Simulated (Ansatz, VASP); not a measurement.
One calculation of Os, two programs

```
CELL_PARAMETERS angstrom
2.73631 0.00000 0.00000
-1.36815 2.36971 0.00000
0.00000 0.00000 4.32243
ATOMIC_POSITIONS crystal
Os 0.33333 0.66667 0.25000
Os 0.66667 0.33333 0.75000
```

Alike in both runs: functional r2SCAN; k mesh 18 × 18 × 10; occupations gaussian, width 0.1 eV; no spin polarisation.

Ansatz relaxed the structure, and its values are those at the end. VASP's run is a single point on that final structure, the one shown.

|  | VASP | Ansatz |
| --- | --- | --- |
| version | VASP 6.6.1 | Ansatz 0.2.0 |
| potentials or method | VASP PAW PBE potentials, release 64 (Os), cutoff 520 eV | scalar-relativistic, plane waves, PAW |
| valence electrons in the cell | 16 | 32 |

```tsv
	VASP	Ansatz	Ansatz less VASP
gap on the k mesh at the Fermi level (eV)	none	none	-
pressure (GPa)	1.0	0.0	-1.00
```

VASP's potentials were made for PBE, not for r2SCAN. A gap of «none» marks a metal or a gap that the smearing closes. The functional is the same, so the differences come from potentials, cutoffs and numerics. VASP's potentials hold 16 valence electrons a cell and Ansatz's 32, so a difference there can come from the potentials and not from the codes.

Neither program's run includes spin-orbit coupling.
